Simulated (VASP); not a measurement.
# MnO (P6_3mc) in VASP: settings compared

The runs below take MnO through single point, with LDA, PBE.

Program: VASP 6.6.1. These are calculated values, not measurements. Logs are shortened: lines on timing, memory, paths and dates and some standing lists are left out, and cuts for length are marked.

### 1 The cell of the first run

It takes space group P6_3mc (No. 186, hexagonal). Conventional cell: a = 3.372 Å, b = 3.372 Å, c = 5.386 Å, α = 90.00°, β = 90.00°, γ = 120.00°. Mn (site symmetry 3m) has 4 O at 1.96 to 2.08 Å within 2.6 Å. O (site symmetry 3m) has 4 Mn at 1.96 to 2.08 Å within 2.6 Å.

### 2 Single point, LDA, collinear spin, ferromagnetic start (13.26 Å³/atom)

Contents of INCAR:

```
PREC = Accurate
ENCUT = 520
EDIFF = 1E-6
ISMEAR = -1
SIGMA = 0.05
LREAL = False
LASPH = True
NELM = 150
ALGO = Normal
ISIF = 2
LWAVE = False
LCHARG = False
ISPIN = 2
MAGMOM = 4 4 0 0
LORBIT = 11
LMAXMIX = 4
GGA = CA
NBANDS = 31
```

Contents of KPOINTS:

```
Automatic mesh
0
Gamma
  9 9 5
```

Contents of POSCAR:

```
MnO
1.0
    3.3717000000      0.0000000000      0.0000000000
   -1.6858500000      2.9199778539      0.0000000000
    0.0000000000      0.0000000000      5.3855000000
Mn O
2 2
Direct
    0.6666666667      0.3333333333      0.5109600000
    0.3333333333      0.6666666667      0.0109600000
    0.6666666667      0.3333333333      0.8754700000
    0.3333333333      0.6666666667      0.3754700000
```

Potentials or basis: VASP PAW LDA potentials, release 64 (Mn_pv, O).

Launch:

```sh
> cat potpaw_LDA.64/Mn_pv/POTCAR potpaw_LDA.64/O/POTCAR > POTCAR
> mpirun -np 1 vasp_std > vasp.out
```

OUTCAR:

```text
PREC = Accurate
   ENCUT = 520
   EDIFF = 1E-6
   ISMEAR = -1
   LREAL = False
   LASPH = True
   NELM = 150
   ISIF = 2
   ISPIN = 2
   LORBIT = 11
   GGA = CA

 ion  position               nearest neighbor table
   1  0.667  0.333  0.511-   3 1.96   4 2.08   4 2.08   4 2.08
   2  0.333  0.667  0.011-   4 1.96   3 2.08   3 2.08   3 2.08
   3  0.667  0.333  0.875-   1 1.96   2 2.08   2 2.08   2 2.08
   4  0.333  0.667  0.375-   2 1.96   1 2.08   1 2.08   1 2.08

  LATTYP: Found a hexagonal cell.
 ALAT       =     3.3717000000
 C/A-ratio  =     1.5972654744

  Lattice vectors:

 A1 = (   3.3717000000,   0.0000000000,   0.0000000000)
 A2 = (  -1.6858500000,   2.9199778539,   0.0000000000)
 A3 = (   0.0000000000,   0.0000000000,   5.3855000000)

Analysis of symmetry for initial positions (statically):
=====================================================================
 Subroutine PRICEL returns:
 Original cell was already a primitive cell.

 Routine SETGRP: Setting up the symmetry group for a
 hexagonal supercell.

 Subroutine GETGRP returns: Found 12 space group operations
 (whereof  6 operations were pure point group operations)
 out of a pool of 24 trial point group operations.

The static configuration has the point symmetry C_3v.
 The point group associated with its full space group is C_6v.

Analysis of symmetry for dynamics (positions and initial velocities):
=====================================================================
 Subroutine PRICEL returns:
 Original cell was already a primitive cell.

 Routine SETGRP: Setting up the symmetry group for a
 hexagonal supercell.

 Subroutine GETGRP returns: Found 12 space group operations
 (whereof  6 operations were pure point group operations)
 out of a pool of 24 trial point group operations.

The dynamic configuration has the point symmetry C_3v.
 The point group associated with its full space group is C_6v.

Analysis of structural, dynamic, and magnetic symmetry:
=====================================================================
 Subroutine PRICEL returns:
 Original cell was already a primitive cell.

 Routine SETGRP: Setting up the symmetry group for a
 hexagonal supercell.

 Subroutine GETGRP returns: Found 12 space group operations
 (whereof  6 operations were pure point group operations)
 out of a pool of 24 trial point group operations.

The overall configuration has the point symmetry C_3v.
 The point group associated with its full space group is C_6v.

 Subroutine INISYM returns: Found 12 space group operations
 (whereof  6 operations are pure point group operations),
 and found     1 'primitive' translations

----------------------------------------------------------------------------------------

                                     Primitive cell

  volume of cell :      53.0218

  direct lattice vectors                    reciprocal lattice vectors
     3.371700000  0.000000000  0.000000000     0.296586292  0.171234175  0.000000000
    -1.685850000  2.919977854  0.000000000     0.000000000  0.342468351  0.000000000
     0.000000000  0.000000000  5.385500000     0.000000000  0.000000000  0.185683781

  length of vectors
     3.371700000  3.371700000  5.385500000     0.342468351  0.342468351  0.185683781

  position of ions in fractional coordinates (direct lattice)
     0.666666667  0.333333333  0.510960000
     0.333333333  0.666666667  0.010960000
     0.666666667  0.333333333  0.875470000
     0.333333333  0.666666667  0.375470000

  ion indices of the primitive-cell ions
   primitive index   ion index
                 1           1
                 2           2
                 3           3
                 4           4

----------------------------------------------------------------------------------------

 KPOINTS: Automatic mesh

Automatic generation of k-mesh.
 Grid dimensions read from file:
 generate k-points for:    9    9    5

 Generating k-lattice:

  Cartesian coordinates                     Fractional coordinates (reciprocal lattice)
     0.032954032  0.019026019  0.000000000     0.111111111  0.000000000  0.000000000
     0.000000000  0.038052039  0.000000000     0.000000000  0.111111111  0.000000000
     0.000000000  0.000000000  0.037136756     0.000000000  0.000000000  0.200000000

  Length of vectors
     0.038052039  0.038052039  0.037136756

  Shift w.r.t. Gamma in fractional coordinates (k-lattice)
     0.000000000  0.000000000  0.000000000

 Subroutine IBZKPT returns following result:
 ===========================================

 Found     36 irreducible k-points:

 Following reciprocal coordinates:
            Coordinates               Weight
  0.000000  0.000000  0.000000      1.000000
  0.111111  0.000000  0.000000      6.000000
  0.222222  0.000000  0.000000      6.000000
  0.333333  0.000000  0.000000      6.000000
  0.444444  0.000000  0.000000      6.000000
  0.111111  0.111111  0.000000      6.000000
[... 16 lines left out ...]
  0.333333  0.222222  0.200000     24.000000
  0.333333  0.333333  0.200000      4.000000
 [... further k-points ...]
   k-points           NKPTS =     36   k-points in BZ     NKDIM =     36   number of bands    NBANDS=     31
   number of dos      NEDOS =    301   number of ions     NIONS =      4
   total plane-waves  NPLWV =  31360
   dimension x,y,z NGX =    28 NGY =   28 NGZ =   40
   dimension x,y,z NGXF=    56 NGYF=   56 NGZF=   80
   ions per type =               2   2
   NGX,Y,Z   is equivalent  to a cutoff of  13.81, 13.81, 12.35 a.u.
   NGXF,Y,Z  is equivalent  to a cutoff of  27.61, 27.61, 24.70 a.u.
 SYSTEM =  unknown system
   PREC   = accura    normal or accurate (medium, high low for compatibility)
   ISTART =      0    job   : 0-new  1-cont  2-samecut
   ICHARG =      2    charge: 1-file 2-atom 10-const
   ISPIN  =      2    spin polarized calculation?
   LNONCOLLINEAR =      F non collinear calculations
   LSORBIT =      F    spin-orbit coupling
   LASPH  =      T    aspherical Exc in radial PAW
   ENCUT  =  520.0 eV  38.22 Ry    6.18 a.u.   6.27  6.27 10.01*2*pi/ulx,y,z
   NELM   =    150;   NELMIN=  2; NELMDL= -5     # of ELM steps
   EDIFF  = 0.1E-05   stopping-criterion for ELM
   LREAL  =      F    real-space projection
   EDIFFG = 0.1E-04   stopping-criterion for IOM
   NSW    =      0    number of steps for IOM
   IBRION =     -1    ionic relax: 0-MD 1-quasi-New 2-CG
   NFREE  =      0    steps in history (QN), initial steepest desc. (CG)
   ISIF   =      2    stress and relaxation
   ISYM   =      2    0-nonsym 1-usesym 2-fastsym
   POTIM  = 0.5000    time-step for ionic-motion
   TEBEG  =    0.0;   TEEND  =   0.0 temperature during run
   PSTRESS=    0.0 pullay stress
   NELECT =      38.0000    total number of electrons
   NUPDOWN=      -1.0000    fix difference up-down
   EMIN   =  10.00;   EMAX   =-10.00  energy-range for DOS
   EFERMI =   0.00;   METHOD = LEGACY
   ISMEAR =    -1;   SIGMA  =   0.05  broadening in eV -4-tet -1-fermi 0-gaus
   EFERMI_NEDOS =   21; number of points for ismear=-14 and -15
   IALGO  =     38    algorithm
   IMIX   =      4    mixing-type and parameters
     AMIX     =   0.40;   BMIX     =  1.00
     AMIX_MAG =   1.60;   BMIX_MAG =  1.00
  volume/ion in A,a.u.               =      13.26        89.45
  Fermi-wavevector in a.u.,A,eV,Ry     =   1.465046  2.768535 29.202988  2.146359
  Thomas-Fermi vector in A             =   2.580949
   LORBIT       =     11    0 simple, 1 ext, 2 COOP (PROOUT), +10 PAW based schemes
   GGA     = CA    functional components
   LHFCALC =     F    Hartree Fock is set to
   AEXX    =    0.0000 exact exchange contribution
   IVDW    =     0    specifies the selected vdW correction
   LEPSILON=     F    determine dielectric tensor
   LRPA    =     F    only Hartree local field effects (RPA)
 spin polarized calculation
  energy-cutoff  :      520.00
  volume of cell :       53.02
 maximum number of plane-waves:      1442
 NGX is ok and might be reduce to    28
   NGX = 13   NGY = 13   NGZ = 21

 number of electron      38.0000000 magnetization      10.0327871

 number of electron      38.0000000 magnetization       9.7774563

 Free energy of the ion-electron system (eV)
  ---------------------------------------------------
  ext. energy  EPLUGINS =         0.00000000
  ---------------------------------------------------
  free energy    TOTEN  =       -34.87522133 eV

  energy without entropy =      -34.85858265  energy(sigma->0) =      -34.86690199

 E-fermi :   5.4656     XC(G=0): -11.1288

 val. band max:        5.4651277927   @ k =   0.2222   0.1111   0.0000
 cond. band min:       5.4917827260   @ k =   0.1111   0.1111   0.0000
 fundamental gap:      0.0266549332
 Fermi energy:         5.4655748658

 spin component 1

 k-point     1 :       0.0000    0.0000    0.0000
  band No.  band energies     occupation
      1     -44.4619      1.00000
      2     -44.4531      1.00000
      3     -44.4531      1.00000
      4     -44.4468      1.00000
      5     -44.4468      1.00000
      6     -44.4225      1.00000
[... 805 lines left out ...]
     30      14.1670      0.00000
     31      15.9245      0.00000

 [... further k-points ...]

 spin component 2

 k-point     1 :       0.0000    0.0000    0.0000
  band No.  band energies     occupation
      1     -40.2456      1.00000
      2     -40.2106      1.00000
      3     -40.2106      1.00000
      4     -40.2026      1.00000
      5     -40.2026      1.00000
      6     -40.1933      1.00000
[... 805 lines left out ...]
     30      15.6329      0.00000
     31      16.9033      0.00000

 [... further k-points ...]

------------------------ aborting loop because EDIFF is reached ----------------------------------------

  FORCE on cell =-STRESS in cart. coord.  units (eV):
  Direction    XX          YY          ZZ          XY          YZ          ZX
  --------------------------------------------------------------------------------------
  -------------------------------------------------------------------------------------
  Total       -2.4729195     -2.4729195     -0.3166180      0.0000000      0.0000000     -0.0000000
  in kB      -74.7250210    -74.7250210     -9.5673496      0.0000000      0.0000000     -0.0000000
  external PRESSURE =     -53.0057972 kB  Pullay stress =       0.0000000 kB

 VOLUME and BASIS-vectors are now :
 -----------------------------------------------------------------------------
  energy-cutoff  :      520.00
  volume of cell :       53.02
      direct lattice vectors                 reciprocal lattice vectors
     3.371700000  0.000000000  0.000000000     0.296586292  0.171234175  0.000000000
    -1.685850000  2.919977854  0.000000000     0.000000000  0.342468351  0.000000000
     0.000000000  0.000000000  5.385500000     0.000000000  0.000000000  0.185683781

 POSITION                                       TOTAL-FORCE (eV/Angst)
 -----------------------------------------------------------------------------------
      1.68585      0.97333      2.75178         0.000000     -0.000000     -0.557211
     -0.00000      1.94665      0.05903        -0.000000     -0.000000     -0.557211
      1.68585      0.97333      4.71484        -0.000000      0.000000      0.557211
     -0.00000      1.94665      2.02209         0.000000     -0.000000      0.557211
 -----------------------------------------------------------------------------------
    total drift:                               -0.000000     -0.000000      0.001649

  FREE ENERGIE OF THE ION-ELECTRON SYSTEM (eV)
  ---------------------------------------------------
  free  energy   TOTEN  =       -34.8752213333 eV

  energy  without entropy=      -34.8585826473  energy(sigma->0) =      -34.86690199

 total charge

# of ion       s       p       d       tot
------------------------------------------
    1        0.245   6.231   4.971  11.448
    2        0.245   6.231   4.971  11.448
    3        1.544   3.429   0.000   4.973
    4        1.544   3.429   0.000   4.973
--------------------------------------------------
tot          3.579  19.320   9.943  32.843

 magnetization (x)

# of ion       s       p       d       tot
------------------------------------------
    1        0.032   0.057   4.207   4.296
    2        0.032   0.057   4.207   4.296
    3        0.019   0.192   0.000   0.211
    4        0.019   0.192   0.000   0.211
--------------------------------------------------
tot          0.103   0.499   8.413   9.015
```

It took 2.5 min on 1 thread of Intel Xeon Platinum 8375C at 2.90GHz (Ice Lake), shared host; peak memory 0.2 GiB.

Results:

```
Free energy                                           : -34.8752 eV
Pressure                                              : -5.3 GPa
Largest force                                         : 0.557 eV/Å
Net moment                                            : 9.78 μB per cell
Site moments                                          : Mn +4.30; O +0.21 μB
Valence electrons inside the program's atomic spheres : Mn 11.45; O 4.97
```

Forces in eV/Å, atoms in the order of the input:
```
Mn   0.000  0.000 -0.557
Mn   0.000  0.000 -0.557
O    0.000  0.000  0.557
O    0.000  0.000  0.557
```

Caveat: the stress differs along the axes, from -7 to -1 GPa; semilocal functionals often make such compounds metallic where correlation or magnetic order opens a gap, which also shifts bond lengths; the run started ferromagnetic, and an antiferromagnetic order may lie lower in energy. With open d or f shells a metallic result of LDA can be an artefact of self-interaction; +U or a hybrid may open a gap.

### 3 Single point, LDA, collinear spin, ferromagnetic start (13.52 Å³/atom)

This run uses another cell than the first one, of 13.52 Å³/atom.

Contents of INCAR:

```
PREC     = Accurate       # precision mode
ENCUT    = 520            # plane-wave cutoff, eV
EDIFF    = 1E-7           # SCF threshold, eV
ISMEAR   = -1             # smearing method
SIGMA    = 0.05           # smearing width, eV
LREAL    = F              # projectors in reciprocal space
LASPH    = T              # aspherical terms in the spheres
NELM     = 150            # most SCF steps
ALGO     = Normal         # electronic algorithm
ISIF     = 2              # what is computed and relaxed
LWAVE    = F              # write WAVECAR
LCHARG   = F              # write CHGCAR
ISPIN    = 2              # spin polarisation
MAGMOM   = 4 4 0 0        # initial moments
LORBIT   = 11             # projections on sites
LMAXMIX  = 4              # l up to which the mixer works
NBANDS   = 31             # bands
```

Contents of KPOINTS:

```
regular mesh
0
Gamma
  9 9 5
```

Contents of POSCAR:

```
MnO
1.0
    3.3940297898      0.0000000000      0.0000000000
   -1.6970148949      2.9393160191      0.0000000000
    0.0000000000      0.0000000000      5.4211666023
Mn O
2 2
Direct
    0.6666666667      0.3333333333      0.5109600000
    0.3333333333      0.6666666667      0.0109600000
    0.6666666667      0.3333333333      0.8754700000
    0.3333333333      0.6666666667      0.3754700000
```

Potentials or basis: VASP PAW LDA potentials, release 64 (Mn_pv, O).

Launch:

```sh
> cat potpaw_LDA.64/Mn_pv/POTCAR potpaw_LDA.64/O/POTCAR > POTCAR
> mpirun -np 1 vasp_std > vasp.out
```

Wall time 2.3 min (1 thread of Intel Xeon Platinum 8375C at 2.90GHz (Ice Lake), shared host); peak memory 0.21 GiB.

Results (log left out):

| Item | Value |
| --- | --- |
| Free energy | -34.8357 eV |
| Pressure | -6.9 GPa |
| Largest force | 0.514 eV/Å |
| Net moment | 9.87 μB per cell |
| Site moments | Mn +4.33; O +0.21 μB |
| Valence electrons inside the program's atomic spheres | Mn 11.43; O 4.97 |

Forces on the atoms (eV/Å):
```
Mn   0.000  0.000 -0.514
Mn   0.000  0.000 -0.514
O    0.000  0.000  0.514
O    0.000  0.000  0.514
```

Stress tensor (GPa, compression positive):
```
-8.86  0.00  0.00
 0.00 -8.86  0.00
 0.00  0.00 -3.11
```

Levels at points of the mesh, in eV from the Fermi level:
Spin up:
```
           k point  band 20  band 21  band 22  band 23  band 24  band 25  band 26  band 27  band 28  band 29
(0.00, 0.00, 0.00)    -1.34    -0.91    -0.91     0.13     0.13     0.18     3.71     5.63    11.42    11.42
```
Spin down:
```
           k point  band 11  band 12  band 13  band 14  band 15  band 16  band 17  band 18
(0.00, 0.00, 0.00)    -4.82    -4.82    -4.61    -4.61    -0.28     0.69     0.69     0.87
```

Caveat: the stress differs along the axes, from -9 to -3 GPa; semilocal functionals often make such compounds metallic where correlation or magnetic order opens a gap, which also shifts bond lengths; the run started ferromagnetic, and an antiferromagnetic order may lie lower in energy.

[end of part 1 of 2]
